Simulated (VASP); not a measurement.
# SnI4O12 (P-1) in VASP: single point with PBE

Aim: the single point of SnI4O12 with PBE.

Everything below comes from runs of VASP 6.6.1. Logs are shortened: lines on timing, memory, paths and dates and some standing lists are left out, and cuts for length are marked.

## 1. The cell of the first run

The typed cell holds 17 atoms: a = 5.108 Å, b = 6.343 Å, c = 8.470 Å, α = 87.68°, β = 88.65°, γ = 89.03°.

## 2. Single point, PBE (16.12 Å³/atom)

File INCAR:

```
  ALGO = Normal
  EDIFF = 1E-6
  ENCUT = 520
  GGA = PE
  ISIF = 2
  ISMEAR = -1
  LASPH = T
  LCHARG = T
  LELF = T
  LREAL = Auto
  LVHAR = T
  LWAVE = F
  NBANDS = 71
  NELM = 80
  PREC = Accurate
  SIGMA = 0.02
```

File KPOINTS:

```
k-points
0
Gamma
  4 4 3
```

File POSCAR:

```
SnI4O12
1.0
    5.1076785044      0.0000000000      0.0000000000
    0.1072690614      6.3420830814      0.0000000000
    0.1999837126      0.3395183916      8.4603689341
Sn I O
1 4 12
Direct
    0.0000000000      0.0000000000      0.5000000000
    0.5075892878      0.7777049437      0.2399429398
    0.4924107122      0.2222950563      0.7600570602
    0.9766669200      0.6979039057      0.8426307941
    0.0233330800      0.3020960943      0.1573692059
    0.7814175919      0.9587054011      0.2990616857
    0.2185824081      0.0412945989      0.7009383143
    0.3015070664      0.7979699607      0.4232403337
    0.6984929336      0.2020300393      0.5767596663
    0.8497250764      0.7473406118      0.6364868161
    0.1502749236      0.2526593882      0.3635131839
    0.8260934336      0.4361122054      0.8832308586
    0.1739065664      0.5638877946      0.1167691414
    0.6653105398      0.5313869696      0.2917567410
    0.3346894602      0.4686130304      0.7082432590
    0.7324959936      0.8602016340      0.9441675141
    0.2675040064      0.1397983660      0.0558324859
```

Potentials or basis: VASP PAW PBE potentials, release 64 (Sn_d, I, O).

Started as:

```sh
$ cat potpaw_PBE.64/Sn_d/POTCAR potpaw_PBE.64/I/POTCAR potpaw_PBE.64/O/POTCAR > POTCAR
$ mpirun -np 1 vasp_std > vasp.out
```

OUTCAR:

```text
EDIFF = 1E-6
   ENCUT = 520
   GGA = PE
   ISIF = 2
   ISMEAR = -1
   LASPH = T
   LREAL = Auto
   NELM = 80
   PREC = Accurate

 ion  position               nearest neighbor table
   1  0.000  0.000  0.500-  10 2.08  11 2.08   6 2.08   7 2.08   8 2.10   9 2.10   4 3.41   5 3.41
                             2 3.66   3 3.66
   2  0.508  0.778  0.240-  14 1.79   8 1.86   6 1.91  13 2.47  16 2.77   1 3.66
   3  0.492  0.222  0.760-  15 1.79   9 1.86   7 1.91  12 2.47  17 2.77   1 3.66
   4  0.977  0.698  0.843-  16 1.83  12 1.86  10 1.89  15 2.59  13 2.66   7 2.74   1 3.41
   5  0.023  0.302  0.157-  17 1.83  13 1.86  11 1.89  14 2.59  12 2.66   6 2.74   1 3.41
   6  0.781  0.959  0.299-   2 1.91   1 2.08   5 2.74
   7  0.219  0.041  0.701-   3 1.91   1 2.08   4 2.74
   8  0.302  0.798  0.423-   2 1.86   1 2.10
   9  0.698  0.202  0.577-   3 1.86   1 2.10
  10  0.850  0.747  0.636-   4 1.89   1 2.08
  11  0.150  0.253  0.364-   5 1.89   1 2.08
  12  0.826  0.436  0.883-   4 1.86   3 2.47   5 2.66
  13  0.174  0.564  0.117-   5 1.86   2 2.47   4 2.66
  14  0.665  0.531  0.292-   2 1.79   5 2.59
  15  0.335  0.469  0.708-   3 1.79   4 2.59
  16  0.732  0.860  0.944-   4 1.83   2 2.77
  17  0.268  0.140  0.056-   5 1.83   3 2.77

  LATTYP: Found a triclinic cell.
 ALAT       =     8.0762684706
 B/A-ratio  =     0.6324304997
 C/A-ratio  =     1.2844882622
 COS(alpha) =     0.0089373236
 COS(beta)  =     0.4599113693
 COS(gamma) =     0.6191484918

  Lattice vectors:

 A1 = (   5.0004094430,  -6.3420830814,   0.0000000000)
 A2 = (   5.1076785044,   0.0000000000,   0.0000000000)
 A3 = (   0.0927146512,  -6.0025646898,   8.4603689341)

Analysis of symmetry for initial positions (statically):
=====================================================================
 Subroutine PRICEL returns:
 Original cell was already a primitive cell.

 Routine SETGRP: Setting up the symmetry group for a
 triclinic supercell.

 Subroutine GETGRP returns: Found  2 space group operations
 (whereof  2 operations were pure point group operations)
 out of a pool of  2 trial point group operations.

The static configuration has the point symmetry S_2 .

Analysis of symmetry for dynamics (positions and initial velocities):
=====================================================================
 Subroutine PRICEL returns:
 Original cell was already a primitive cell.

 Routine SETGRP: Setting up the symmetry group for a
 triclinic supercell.

 Subroutine GETGRP returns: Found  2 space group operations
 (whereof  2 operations were pure point group operations)
 out of a pool of  2 trial point group operations.

The dynamic configuration has the point symmetry S_2 .

[... 136 lines left out ...]
   POTIM  = 0.5000    time-step for ionic-motion
   TEBEG  =    0.0;   TEEND  =   0.0 temperature during run
   PSTRESS=    0.0 pullay stress
   NELECT =     114.0000    total number of electrons
   NUPDOWN=      -1.0000    fix difference up-down
   EMIN   =  10.00;   EMAX   =-10.00  energy-range for DOS
   EFERMI =   0.00;   METHOD = LEGACY
   ISMEAR =    -1;   SIGMA  =   0.02  broadening in eV -4-tet -1-fermi 0-gaus
   EFERMI_NEDOS =   21; number of points for ismear=-14 and -15
   IALGO  =     38    algorithm
   IMIX   =      4    mixing-type and parameters
     AMIX     =   0.40;   BMIX     =  1.00
     AMIX_MAG =   1.60;   BMIX_MAG =  1.00
  volume/ion in A,a.u.               =      16.12       108.79
  Fermi-wavevector in a.u.,A,eV,Ry     =   1.222067  2.309371 20.319575  1.493447
  Thomas-Fermi vector in A             =   2.357227
   LORBIT       =      0    0 simple, 1 ext, 2 COOP (PROOUT), +10 PAW based schemes
   GGA     = PE    functional components
   LHFCALC =     F    Hartree Fock is set to
   AEXX    =    0.0000 exact exchange contribution
   IVDW    =     0    specifies the selected vdW correction
   LEPSILON=     F    determine dielectric tensor
   LRPA    =     F    only Hartree local field effects (RPA)
 non-spin polarized calculation
  energy-cutoff  :      520.00
  volume of cell :      274.06
 maximum number of plane-waves:      7401
 NGX is ok and might be reduce to    40
   NGX = 19   NGY = 23   NGZ = 31

 number of electron     114.0000005 magnetization

 Free energy of the ion-electron system (eV)
  ---------------------------------------------------
  ext. energy  EPLUGINS =         0.00000000
  ---------------------------------------------------
  free energy    TOTEN  =       -78.03047419 eV

  energy without entropy =      -78.03047419  energy(sigma->0) =      -78.03047419

 E-fermi :   3.0716     XC(G=0):  -9.3288

 val. band max:        2.5815795264   @ k =   0.0000   0.5000   0.3333
 cond. band min:       5.3095799830   @ k =   0.2500   0.5000   0.0000
 fundamental gap:      2.7280004566
 Fermi energy:         3.0716435035

 k-point     1 :       0.0000    0.0000    0.0000
  band No.  band energies     occupation
      1     -18.2372      2.00000
      2     -18.1498      2.00000
      3     -17.6970      2.00000
      4     -17.6244      2.00000
      5     -17.5994      2.00000
      6     -17.4625      2.00000
[... 1717 lines left out ...]
     68       8.5333      0.00000
     69       8.7373      0.00000

 [... further k-points ...]

 [bands above 69 left out]

------------------------ aborting loop because EDIFF is reached ----------------------------------------

  FORCE on cell =-STRESS in cart. coord.  units (eV):
  Direction    XX          YY          ZZ          XY          YZ          ZX
  --------------------------------------------------------------------------------------
  -------------------------------------------------------------------------------------
  Total        1.4893486      0.8288223      0.5692079     -0.2684730      0.4365086      0.4010659
  in kB        8.7068719      4.8453732      3.3276430     -1.5695186      2.5518704      2.3446689
  external PRESSURE =       5.6266294 kB  Pullay stress =       0.0000000 kB

 VOLUME and BASIS-vectors are now :
 -----------------------------------------------------------------------------
  energy-cutoff  :      520.00
  volume of cell :      274.06
      direct lattice vectors                 reciprocal lattice vectors
     5.107678504  0.000000000  0.000000000     0.195783662 -0.003311456 -0.004494986
     0.107269061  6.342083081  0.000000000     0.000000000  0.157676900 -0.006327645
     0.199983713  0.339518392  8.460368934     0.000000000  0.000000000  0.118198155

 POSITION                                       TOTAL-FORCE (eV/Angst)
 -----------------------------------------------------------------------------------
      0.09999      0.16976      4.23018        -0.000000      0.000000      0.000000
      2.72401      5.01373      2.03001         0.007690      0.008646      0.020348
      2.69092      1.66787      6.43036        -0.007690     -0.008646     -0.020348
      5.23188      4.71225      7.12897        -0.019579     -0.012565     -0.009041
      0.18305      1.96935      1.33140         0.019579      0.012565      0.009041
      4.15388      6.18173      2.53017        -0.072412     -0.061754     -0.028043
[... 9 lines left out ...]
      4.02245      5.77603      7.98801         0.009892     -0.032192     -0.023342
      1.39249      0.90557      0.47236        -0.009892      0.032192      0.023342
 -----------------------------------------------------------------------------------
    total drift:                               -0.000000      0.000000     -0.000000

  FREE ENERGIE OF THE ION-ELECTRON SYSTEM (eV)
  ---------------------------------------------------
  free  energy   TOTEN  =       -78.0304741924 eV

  energy  without entropy=      -78.0304741924  energy(sigma->0) =      -78.03047419
```

OSZICAR:

```text
N       E                     dE             d eps       ncg     rms          rms(c)
DAV:   1     0.117623202100E+04    0.11762E+04   -0.53925E+04  3707   0.165E+03
DAV:   2     0.683373392955E+02   -0.11079E+04   -0.10546E+04  4332   0.413E+02
DAV:   3    -0.940809898998E+02   -0.16242E+03   -0.15829E+03  4194   0.166E+02
DAV:   4    -0.102608796715E+03   -0.85278E+01   -0.83404E+01  4384   0.405E+01
DAV:   5    -0.102922464510E+03   -0.31367E+00   -0.31127E+00  4752   0.786E+00    0.640E+01
DAV:   6    -0.779722065007E+02    0.24950E+02   -0.94717E+01  4599   0.547E+01    0.252E+01
DAV:   7    -0.781689150859E+02   -0.19671E+00   -0.12989E+01  4272   0.138E+01    0.279E+01
DAV:   8    -0.780960087462E+02    0.72906E-01   -0.56576E-01  4475   0.327E+00    0.237E+01
DAV:   9    -0.780880457338E+02    0.79630E-02   -0.44229E-01  5168   0.474E+00    0.350E+00
DAV:  10    -0.780334708325E+02    0.54575E-01   -0.11904E-01  4840   0.214E+00    0.378E+00
DAV:  11    -0.780317559670E+02    0.17149E-02   -0.29215E-02  4152   0.694E-01    0.144E+00
DAV:  12    -0.780311321554E+02    0.62381E-03   -0.27647E-03  5048   0.343E-01    0.959E-01
DAV:  13    -0.780305423527E+02    0.58980E-03   -0.20666E-03  4618   0.223E-01    0.518E-01
DAV:  14    -0.780304608957E+02    0.81457E-04   -0.54687E-04  4832   0.105E-01    0.458E-01
DAV:  15    -0.780304633457E+02   -0.24501E-05   -0.54545E-05  4258   0.332E-02    0.305E-01
DAV:  16    -0.780304718923E+02   -0.85466E-05   -0.23163E-05  4216   0.226E-02    0.480E-02
DAV:  17    -0.780304733119E+02   -0.14196E-05   -0.36115E-06  3560   0.117E-02    0.264E-02
DAV:  18    -0.780304741924E+02   -0.88052E-06   -0.15835E-06  2364   0.653E-03
   1 F= -.78030474E+02 E0= -.78030474E+02  d E =-.123045E-11
```

stdout:

```text
POSCAR found type information on POSCAR SnI O
 POSCAR found :  3 types and      17 ions
 scaLAPACK will be used
 LDA part: xc-table for (Slater+PW92), standard interpolation
 POSCAR, INCAR and KPOINTS ok, starting setup
 FFT: planning ... GRIDC
 FFT: planning ... GRID_SOFT
 FFT: planning ... GRID
 WAVECAR not read
 entering main loop
```

Run time: 30 min. Hardware: 1 thread of Intel Xeon 8259CL, shared host; peak memory 0.53 GiB.

What came out:

```yaml
Free_energy: -78.0305 eV
Pressure: 0.6 GPa
Largest_force: 0.099 eV/Å
Band_gap_on_the_k_mesh: 2.73 eV (least direct gap 2.82 eV)
```

Forces on the atoms (eV/Å):
```
Sn   0.000  0.000  0.000
I    0.008  0.009  0.020
I   -0.008 -0.009 -0.020
I   -0.020 -0.013 -0.009
I    0.020  0.013  0.009
O   -0.072 -0.062 -0.028
O    0.072  0.062  0.028
O    0.065 -0.031 -0.066
O   -0.065  0.031  0.066
O   -0.007 -0.030  0.071
O    0.007  0.030 -0.071
O   -0.002  0.035 -0.013
O    0.002 -0.035  0.013
O   -0.005  0.038  0.002
O    0.005 -0.038 -0.002
O    0.010 -0.032 -0.023
O   -0.010  0.032  0.023
```

Stress tensor (GPa, compression positive):
```
 0.87 -0.16  0.23
-0.16  0.48  0.26
 0.23  0.26  0.33
```

Caveat: spin-orbit coupling is left out, which moves the levels of the heavy elements. A k mesh can miss the band edges.
